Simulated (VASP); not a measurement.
Runs of VASP 6.6.1 on Hf. The structure is that of space group P6_3/mmc (No. 194), or close to it. The cells are those of the table. 

```tsv
task	level	cell	k mesh	cutoff (eV)	gap on the mesh (eV)	pressure (GPa)
relaxation of shape and atoms at fixed volume	r2SCAN	relaxed from a = 3.198, b = 3.198, c = 5.081 Å, angles 90.0, 90.0, 120.0°, 2 atoms	16 × 16 × 8	600	none	-1.3
single point	PBE	a = 3.198, b = 3.198, c = 5.081 Å, angles 90.0, 90.0, 120.0°, 2 atoms	8 × 8 × 4	500	none	-0.4
single point	r2SCAN	a = 3.200, b = 3.200, c = 5.049 Å, angles 90.0, 90.0, 120.0°, 2 atoms	16 × 16 × 8	520	none	(a)
single point	r2SCAN	a = 3.205, b = 3.205, c = 5.057 Å, angles 90.0, 90.0, 120.0°, 2 atoms	16 × 16 × 8	520	none	-1.3
single point	r2SCAN	a = 3.199, b = 3.199, c = 5.046 Å, angles 90.0, 90.0, 120.0°, 2 atoms	16 × 16 × 8	520	none	-0.6
single point	r2SCAN	a = 3.199, b = 3.199, c = 5.046 Å, angles 90.0, 90.0, 120.0°, 2 atoms	16 × 16 × 8	550	none	-0.6
```

Alike in all rows: potentials or basis VASP PAW PBE potentials, release 64 (Hf_pv); no spin polarisation; smearing gaussian 0.05 eV.

Problem. Fill in the values left out.

Solution. (a) -0.8.

Caveats: spin-orbit coupling is left out, which moves the levels of the heavy elements; the PAW data sets were made with another functional, which shifts forces and pressure a little (some runs).

A k mesh can miss the band edges, and the runs leave out spin-orbit coupling on Hf.

A gap of «none» marks levels without a gap at the run's occupations.
